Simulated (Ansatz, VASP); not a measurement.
## One calculation of GeCl3, two programs

```
CELL_PARAMETERS angstrom
5.49528 0.00000 0.00000
0.00000 5.49528 0.00000
0.00000 0.00000 5.49528
ATOMIC_POSITIONS crystal
Ge 0.00000 0.00000 0.00000
Ge 0.50000 0.50000 0.50000
Cl 0.25000 0.00000 0.50000
Cl 0.50000 0.75000 0.00000
Cl 0.75000 0.00000 0.50000
Cl 0.50000 0.25000 0.00000
Cl 0.00000 0.50000 0.75000
Cl 0.00000 0.50000 0.25000
```

Change from the starting cell: species swapped into the V3Sn type (Pm-3n, No. 223).

Alike in both runs: functional PBE; k mesh 8 × 8 × 8; occupations gaussian, width 0.1 eV; no spin polarisation.

Ansatz relaxed the structure, and its values are those at the end. VASP's run is a single point on that final structure, the one shown.

```csv
,VASP,Ansatz
version,VASP 6.6.1,Ansatz 0.2.0
potentials or method,"VASP PAW PBE potentials, release 64 (Ge_d, Cl), cutoff 520 eV","scalar-relativistic, plane waves, PAW"
valence electrons in the cell,70,70
```

|  | VASP | Ansatz | Ansatz less VASP |
| --- | --- | --- | --- |
| gap on the k mesh at the Fermi level (eV) | none | none | - |
| pressure (GPa) | -0.1 | 0.0 | +0.10 |

A gap of «none» marks a metal or a gap that the smearing closes.
